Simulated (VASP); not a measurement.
# Te (R-3m) in VASP: notebook

Runs on Te. Level: PBEsol. Tasks: single point.

Program: VASP 6.6.1. These are calculated values, not measurements. Logs are shortened: lines on timing, memory, paths and dates and some standing lists are left out, and cuts for length are marked.

### 1 The cell of the first run

It takes space group R-3m (No. 166, trigonal). The conventional cell has a = 4.621 Å, b = 4.621 Å, c = 5.328 Å, α = 90.00°, β = 90.00°, γ = 120.00°. Te (site symmetry -3m) has 6 Te at 3.20 Å within 4.2 Å.

### 2 Single point, PBEsol (volume 32.840 Å^3 an atom, c/a of the conventional cell 1.1530)

Contents of INCAR:

```
PREC     = Accurate       # precision mode
ENCUT    = 520            # plane-wave cutoff, eV
EDIFF    = 1E-6           # SCF threshold, eV
ISMEAR   = 0              # smearing method
SIGMA    = 0.15           # smearing width, eV
LREAL    = F              # projectors in reciprocal space
LASPH    = T              # aspherical terms in the spheres
NELM     = 80             # most SCF steps
ALGO     = Normal         # electronic algorithm
ISIF     = 2              # what is computed and relaxed
LWAVE    = F              # write WAVECAR
LCHARG   = F              # write CHGCAR
GGA      = PS             # functional
NBANDS   = 9              # bands
```

Contents of KPOINTS:

```
regular mesh
0
Gamma
  15 15 15
```

Contents of POSCAR:

```
Te
1.0
    2.3104229635      1.3339233199      1.7759451179
   -2.3104229635      1.3339233199      1.7759451179
    0.0000000000     -2.6678466398      1.7759451180
Te
1
Direct
    0.5000000000      0.5000000000      0.5000000000
```

Potentials or basis: VASP PAW PBE potentials, release 64 (Te).

The run is started by

```sh
> cat potpaw_PBE.64/Te/POTCAR > POTCAR
> mpirun -np 1 vasp_std > vasp.out
```

OUTCAR:

```text
PREC = Accurate
   ENCUT = 520
   EDIFF = 1E-6
   ISMEAR = 0
   LREAL = F
   LASPH = T
   NELM = 80
   ISIF = 2
   GGA = PS

 ion  position               nearest neighbor table
   1  0.500  0.500  0.500-

  LATTYP: Found a trigonal (rhomboedric) cell.
 ALAT       =     3.2049004283
 COS(alpha) =    -0.0394028377

  Lattice vectors:

 A1 = (   2.3104229635,   1.3339233199,   1.7759451179)
 A2 = (  -2.3104229635,   1.3339233199,   1.7759451179)
 A3 = (   0.0000000000,  -2.6678466398,   1.7759451180)

Analysis of symmetry for initial positions (statically):
=====================================================================
 Subroutine PRICEL returns:
 Original cell was already a primitive cell.

 Routine SETGRP: Setting up the symmetry group for a
 trigonal (rhombohedral) supercell.

 Subroutine GETGRP returns: Found 12 space group operations
 (whereof 12 operations were pure point group operations)
 out of a pool of 12 trial point group operations.

The static configuration has the point symmetry D_3d.

Analysis of symmetry for dynamics (positions and initial velocities):
=====================================================================
 Subroutine PRICEL returns:
 Original cell was already a primitive cell.

 Routine SETGRP: Setting up the symmetry group for a
 trigonal (rhombohedral) supercell.

 Subroutine GETGRP returns: Found 12 space group operations
 (whereof 12 operations were pure point group operations)
 out of a pool of 12 trial point group operations.

The dynamic configuration has the point symmetry D_3d.

 Subroutine INISYM returns: Found 12 space group operations
 (whereof 12 operations are pure point group operations),
 and found     1 'primitive' translations

----------------------------------------------------------------------------------------

                                     Primitive cell

  volume of cell :      32.8400

  direct lattice vectors                    reciprocal lattice vectors
     2.310422964  1.333923320  1.775945118     0.216410591  0.124944713  0.187693488
    -2.310422964  1.333923320  1.775945118    -0.216410591  0.124944713  0.187693488
     0.000000000 -2.667846640  1.775945118     0.000000000 -0.249889426  0.187693488

  length of vectors
     3.204900428  3.204900428  3.204900428     0.312527712  0.312527712  0.312527712

  position of ions in fractional coordinates (direct lattice)
     0.500000000  0.500000000  0.500000000

  ion indices of the primitive-cell ions
   primitive index   ion index
                 1           1

----------------------------------------------------------------------------------------

 KPOINTS: regular mesh

Automatic generation of k-mesh.
 Grid dimensions read from file:
 generate k-points for:   15   15   15

 Generating k-lattice:

  Cartesian coordinates                     Fractional coordinates (reciprocal lattice)
     0.014427373  0.008329648  0.012512899     0.066666667  0.000000000  0.000000000
    -0.014427373  0.008329648  0.012512899     0.000000000  0.066666667  0.000000000
     0.000000000 -0.016659295  0.012512899     0.000000000  0.000000000  0.066666667

  Length of vectors
     0.020835181  0.020835181  0.020835181

  Shift w.r.t. Gamma in fractional coordinates (k-lattice)
     0.000000000  0.000000000  0.000000000

 Subroutine IBZKPT returns following result:
 ===========================================

 Found    344 irreducible k-points:

 Following reciprocal coordinates:
            Coordinates               Weight
  0.000000  0.000000  0.000000      1.000000
  0.066667  0.000000 -0.000000      6.000000
  0.133333  0.000000 -0.000000      6.000000
  0.200000  0.000000  0.000000      6.000000
  0.266667  0.000000 -0.000000      6.000000
  0.333333  0.000000 -0.000000      6.000000
[... 16 lines left out ...]
  0.133333  0.133333 -0.000000      6.000000
  0.200000  0.133333  0.000000     12.000000
 [... further k-points ...]
   k-points           NKPTS =    344   k-points in BZ     NKDIM =    344   number of bands    NBANDS=      9
   number of dos      NEDOS =    301   number of ions     NIONS =      1
   total plane-waves  NPLWV =  13824
   dimension x,y,z NGX =    24 NGY =   24 NGZ =   24
   dimension x,y,z NGXF=    48 NGYF=   48 NGZF=   48
   ions per type =               1
   NGX,Y,Z   is equivalent  to a cutoff of  12.45, 12.45, 12.45 a.u.
   NGXF,Y,Z  is equivalent  to a cutoff of  24.90, 24.90, 24.90 a.u.
 SYSTEM =  unknown system
   PREC   = accura    normal or accurate (medium, high low for compatibility)
   ISTART =      0    job   : 0-new  1-cont  2-samecut
   ICHARG =      2    charge: 1-file 2-atom 10-const
   ISPIN  =      1    spin polarized calculation?
   LNONCOLLINEAR =      F non collinear calculations
   LSORBIT =      F    spin-orbit coupling
   LASPH  =      T    aspherical Exc in radial PAW
   ENCUT  =  520.0 eV  38.22 Ry    6.18 a.u.   5.96  5.96  5.96*2*pi/ulx,y,z
   NELM   =     80;   NELMIN=  2; NELMDL= -5     # of ELM steps
   EDIFF  = 0.1E-05   stopping-criterion for ELM
   LREAL  =      F    real-space projection
   EDIFFG = 0.1E-04   stopping-criterion for IOM
   NSW    =      0    number of steps for IOM
   IBRION =     -1    ionic relax: 0-MD 1-quasi-New 2-CG
   NFREE  =      0    steps in history (QN), initial steepest desc. (CG)
   ISIF   =      2    stress and relaxation
   ISYM   =      2    0-nonsym 1-usesym 2-fastsym
   POTIM  = 0.5000    time-step for ionic-motion
   TEBEG  =    0.0;   TEEND  =   0.0 temperature during run
   PSTRESS=    0.0 pullay stress
   NELECT =       6.0000    total number of electrons
   NUPDOWN=      -1.0000    fix difference up-down
   EMIN   =  10.00;   EMAX   =-10.00  energy-range for DOS
   EFERMI =   0.00;   METHOD = LEGACY
   ISMEAR =     0;   SIGMA  =   0.15  broadening in eV -4-tet -1-fermi 0-gaus
   EFERMI_NEDOS =   21; number of points for ismear=-14 and -15
   IALGO  =     38    algorithm
   IMIX   =      4    mixing-type and parameters
     AMIX     =   0.40;   BMIX     =  1.00
     AMIX_MAG =   1.60;   BMIX_MAG =  1.00
  volume/ion in A,a.u.               =      32.84       221.62
  Fermi-wavevector in a.u.,A,eV,Ry     =   0.928947  1.755455 11.741042  0.862942
  Thomas-Fermi vector in A             =   2.055177
   LORBIT       =      0    0 simple, 1 ext, 2 COOP (PROOUT), +10 PAW based schemes
   GGA     = PS    functional components
   LHFCALC =     F    Hartree Fock is set to
   AEXX    =    0.0000 exact exchange contribution
   IVDW    =     0    specifies the selected vdW correction
   LEPSILON=     F    determine dielectric tensor
   LRPA    =     F    only Hartree local field effects (RPA)
 non-spin polarized calculation
 Gauss-broadening in eV      SIGMA  =   0.15
  energy-cutoff  :      520.00
  volume of cell :       32.84
 maximum number of plane-waves:       901
   NGX = 11   NGY = 11   NGZ = 11

 number of electron       6.0000002 magnetization

 Free energy of the ion-electron system (eV)
  ---------------------------------------------------
  ext. energy  EPLUGINS =         0.00000000
  ---------------------------------------------------
  free energy    TOTEN  =        -3.49819568 eV

  energy without entropy =       -3.49260367  energy(sigma->0) =       -3.49539967

 E-fermi :   6.2084     XC(G=0):  -9.4166

 val. band max:        6.2024316881   @ k =  -0.2000   0.4000   0.2000
 cond. band min:       6.2198936422   @ k =   0.2667   0.1333   0.1333
 fundamental gap:      0.0174619541
 Fermi energy:         6.2084333328

 k-point     1 :       0.0000    0.0000    0.0000
  band No.  band energies     occupation
      1      -7.3416      2.00000
      2       7.2613      0.00000
      3       7.5180      0.00000
      4       7.5180      0.00000
      5      12.3126      0.00000
      6      12.3126      0.00000
      7      12.5497      0.00000
      8      23.4838      0.00000
      9      23.5209      0.00000

 k-point     2 :       0.0667    0.0000   -0.0000
  band No.  band energies     occupation
      1      -7.2896      2.00000
      2       6.7929      0.00000
      3       7.4135      0.00000
      4       7.5636      0.00000
      5      12.3620      0.00000
      6      12.5094      0.00000
      7      13.1336      0.00000
      8      22.1367      0.00000
      9      22.2294      0.00000

 k-point     3 :       0.1333    0.0000   -0.0000
  band No.  band energies     occupation
      1      -7.1360      2.00000
      2       5.5274      2.00000
      3       7.5297      0.00000
      4       7.6966      0.00000
      5      12.5086      0.00000
      6      12.6956      0.00000
      7      14.7056      0.00000
      8      20.8078      0.00000
      9      20.9055      0.00000

 k-point     4 :       0.2000    0.0000    0.0000
  band No.  band energies     occupation
      1      -6.8898      2.00000
      2       4.1363      2.00000
      3       7.7338      0.00000
      4       7.9044      0.00000
      5      12.7463      0.00000
      6      12.9854      0.00000
      7      16.5344      0.00000
      8      19.6174      0.00000
      9      19.6929      0.00000

 k-point     5 :       0.2667    0.0000   -0.0000
  band No.  band energies     occupation
      1      -6.5694      2.00000
      2       2.8274      2.00000
      3       7.9911      0.00000
      4       8.1639      0.00000
      5      13.0615      0.00000
      6      13.3881      0.00000
      7      17.8201      0.00000
      8      18.6379      0.00000
      9      18.9252      0.00000

 k-point     6 :       0.3333    0.0000   -0.0000
  band No.  band energies     occupation
      1      -6.2102      2.00000
      2       1.6990      2.00000
      3       8.2636      0.00000
      4       8.4382      0.00000
      5      13.4247      0.00000
      6      13.9013      0.00000
      7      17.3093      0.00000
      8      17.7952      0.00000
      9      18.5859      0.00000
[... 169 lines left out ...]
 k-point    21 :      -0.1333    0.0667    0.0000
  band No.  band energies     occupation
      1      -7.0901      2.00000
      2       5.6177      2.00000
      3       7.0610      0.00000
      4       7.6660      0.00000
      5      12.6316      0.00000
      6      13.2319      0.00000
      7      14.6738      0.00000
      8      19.5037      0.00000
      9      20.8931      0.00000

 k-point    22 :      -0.0667    0.0667    0.0000
  band No.  band energies     occupation
      1      -7.2407      2.00000
      2       6.7951      0.00000
      3       6.9794      0.00000
      4       7.5396      0.00000
      5      12.4761      0.00000
      6      13.0454      0.00000
      7      13.2084      0.00000
      8      20.8310      0.00000
      9      22.1277      0.00000

 k-point    23 :       0.1333    0.1333   -0.0000
  band No.  band energies     occupation
      1      -6.9186      2.00000
      2       5.6045      2.00000
      3       5.6740      2.00000
      4       7.7973      0.00000
      5      12.8308      0.00000
      6      14.9777      0.00000
      7      14.9893      0.00000
      8      19.5824      0.00000
      9      20.9307      0.00000

 k-point    24 :       0.2000    0.1333    0.0000
  band No.  band energies     occupation
      1      -6.6674      2.00000
      2       4.2522      2.00000
      3       5.8329      1.99960
      4       8.0045      0.00000
      5      13.0976      0.00000
      6      15.1685      0.00000
      7      16.6464      0.00000
      8      18.5191      0.00000
      9      19.8461      0.00000

 [... further k-points ...]

------------------------ aborting loop because EDIFF is reached ----------------------------------------

  FORCE on cell =-STRESS in cart. coord.  units (eV):
  Direction    XX          YY          ZZ          XY          YZ          ZX
  --------------------------------------------------------------------------------------
  -------------------------------------------------------------------------------------
  Total       -0.5953723     -0.5953723     -0.5024059     -0.0000000      0.0000000      0.0000000
  in kB      -29.0466516    -29.0466516    -24.5110631     -0.0000000      0.0000000      0.0000000
  external PRESSURE =     -27.5347888 kB  Pullay stress =       0.0000000 kB

 VOLUME and BASIS-vectors are now :
 -----------------------------------------------------------------------------
  energy-cutoff  :      520.00
  volume of cell :       32.84
      direct lattice vectors                 reciprocal lattice vectors
     2.310422964  1.333923320  1.775945118     0.216410591  0.124944713  0.187693488
    -2.310422964  1.333923320  1.775945118    -0.216410591  0.124944713  0.187693488
     0.000000000 -2.667846640  1.775945118     0.000000000 -0.249889426  0.187693488

 POSITION                                       TOTAL-FORCE (eV/Angst)
 -----------------------------------------------------------------------------------
      0.00000      0.00000      2.66392         0.000000      0.000000      0.000000
 -----------------------------------------------------------------------------------
    total drift:                                0.000000      0.000000     -0.000000

  FREE ENERGIE OF THE ION-ELECTRON SYSTEM (eV)
  ---------------------------------------------------
  free  energy   TOTEN  =        -3.4981956768 eV

  energy  without entropy=       -3.4926036658  energy(sigma->0) =       -3.49539967
```

Wall time 17 s (1 thread of Intel Xeon 6975P-C (Granite Rapids), shared host); peak memory 0.21 GiB.

Results:

* Free energy: -3.4982 eV
* Pressure: -2.8 GPa
* Band gap on the k mesh: zero (band 3 reaches 8.64 eV, above the bottom of band 4 at 3.66 eV)

Stress tensor (GPa, compression positive):
```
-2.90  0.00  0.00
 0.00 -2.90  0.00
 0.00  0.00 -2.45
```

Caveat: the PAW data sets were made with another functional, which shifts forces and pressure a little; spin-orbit coupling is left out, which moves the levels of the heavy elements.

### 3 Single point, PBEsol (volume 32.840 Å^3 an atom, c/a of the conventional cell 1.1226)

Contents of INCAR:

```
PREC = Accurate
ENCUT = 520
EDIFF = 1E-7
ISMEAR = 0
SIGMA = 0.15
LREAL = False
LASPH = True
NELM = 80
ALGO = Normal
ISIF = 2
LWAVE = False
LCHARG = False
GGA = PS
NBANDS = 9
```

KPOINTS is that of step 2.

Contents of POSCAR:

```
Te
1.0
    2.3310929032      1.3458571152      1.7445899287
   -2.3310929032      1.3458571152      1.7445899287
    0.0000000000     -2.6917142303      1.7445899288
Te
1
Direct
    0.5000000000      0.5000000000      0.5000000000
```

Potentials or basis: VASP PAW PBE potentials, release 64 (Te).

The run is started by

```sh
> cat potpaw_PBE.64/Te/POTCAR > POTCAR
> mpirun -np 1 vasp_std > vasp.out
```

It took 19 s on 1 thread of Intel Xeon 6975P-C (Granite Rapids), shared host; peak memory 0.21 GiB.

It converged, with:

```
Free energy            : -3.4961 eV
Pressure               : -2.9 GPa
Band gap on the k mesh : zero (band 3 reaches 8.57 eV, above the bottom of band 4 at 3.81 eV)
```

Stress tensor (GPa, compression positive):
```
-3.10  0.00  0.00
 0.00 -3.10  0.00
 0.00  0.00 -2.42
```

Levels at points of the mesh, in eV from the Fermi level:
```csv
k point,band 1,band 2,band 3,band 4,band 5,band 6
"(0.00, 0.00, 0.00)",-13.53,1.00,1.37,1.37,6.14,6.14
```

Caveat: the PAW data sets were made with another functional, which shifts forces and pressure a little; spin-orbit coupling is left out, which moves the levels of the heavy elements.

### 4 Single point, PBEsol (volume 33.671 Å^3 an atom, c/a of the conventional cell 1.1530)

Contents of INCAR:

```
SYSTEM = Te
ALGO     = Normal         ! electronic algorithm
EDIFF    = 1E-6           ! SCF threshold, eV
ENCUT    = 520            ! plane-wave cutoff, eV
GGA      = PS             ! functional
ISIF     = 2              ! what is computed and relaxed
ISMEAR   = 0              ! smearing method
LASPH    = .TRUE.         ! aspherical terms in the spheres
LCHARG   = .FALSE.        ! write CHGCAR
LREAL    = .FALSE.        ! projectors in reciprocal space
LWAVE    = .FALSE.        ! write WAVECAR
NBANDS   = 9              ! bands
NELM     = 100            ! most SCF steps
PREC     = Accurate       ! precision mode
SIGMA    = 0.15           ! smearing width, eV
```

Contents of KPOINTS:

```
k-points
0
G
  15 15 15
  0 0 0
```

Contents of POSCAR:

```
Te
1.0
    2.3297488954      1.3450811520      1.7908003176
   -2.3297488954      1.3450811520      1.7908003176
    0.0000000000     -2.6901623038      1.7908003177
Te
1
Direct
    0.5000000000      0.5000000000      0.5000000000
```

The run is started by

```sh
> cat potpaw_PBE.64/Te/POTCAR > POTCAR
> mpirun -np 1 vasp_std > vasp.out
```

It took 19 s on 1 thread of Intel Xeon 6975P-C (Granite Rapids), shared host; peak memory 0.21 GiB.

The run converged. Its results:

- Free energy: -3.4812 eV
- Pressure: -3.8 GPa
- Band gap on the k mesh: zero (band 3 reaches 8.23 eV, above the bottom of band 4 at 3.42 eV)

Stress tensor (GPa, compression positive):
```
-4.01  0.00  0.00
 0.00 -4.01  0.00
 0.00  0.00 -3.43
```

Levels at points of the mesh, in eV from the Fermi level:
| k point | band 1 | band 2 | band 3 | band 4 | band 5 | band 6 |
| --- | --- | --- | --- | --- | --- | --- |
| (0.00, 0.00, 0.00) | -13.36 | 1.03 | 1.28 | 1.28 | 6.14 | 6.14 |

Caveat: the PAW data sets were made with another functional, which shifts forces and pressure a little; spin-orbit coupling is left out, which moves the levels of the heavy elements.

(Continued in part 2 of 2.)
